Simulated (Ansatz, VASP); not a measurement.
## One calculation of CoO, two programs

```
Co O
1.0
    -1.49788    1.49788    2.09311
     1.49788   -1.49788    2.09311
     1.49788    1.49788   -2.09311
Co O
1 1
Cartesian
  0.0000 0.0000 0.0000
  0.0000 0.0000 2.0931
```

Change from the starting cell: volume scaled by 0.98.

Alike in both runs: task single point; functional PBE; k mesh 12 × 12 × 12; occupations fermi-dirac, width 0.05 eV; collinear spin.

|  | VASP | Ansatz |
| --- | --- | --- |
| version | VASP 6.6.1 | Ansatz 0.2.0 |
| potentials or method | VASP PAW PBE potentials, release 64 (Co, O), cutoff 520 eV | all-electron LAPW, scalar-relativistic |

Ansatz gave:

- gap on the k mesh at the Fermi level (eV): none
- pressure (GPa): 3.4
- traceless stress, the component that is largest in VASP (GPa): 0.01
- net moment per atom (μB): 1.43
- size of the moment on the site where the two differ most (μB): 2.54

Task: Estimate VASP's values.

Result: gap on the k mesh at the Fermi level (eV): none; pressure (GPa): 3.0; traceless stress, the component that is largest in VASP (GPa): 0.19; net moment per atom (μB): 1.41; size of the moment on the site where the two differ most (μB): 2.50.

Site moments also hang on the region over which each program counts them. A gap of «none» marks a metal or a gap that the smearing closes. Ansatz ran all-electron here, and VASP with PAW potentials.
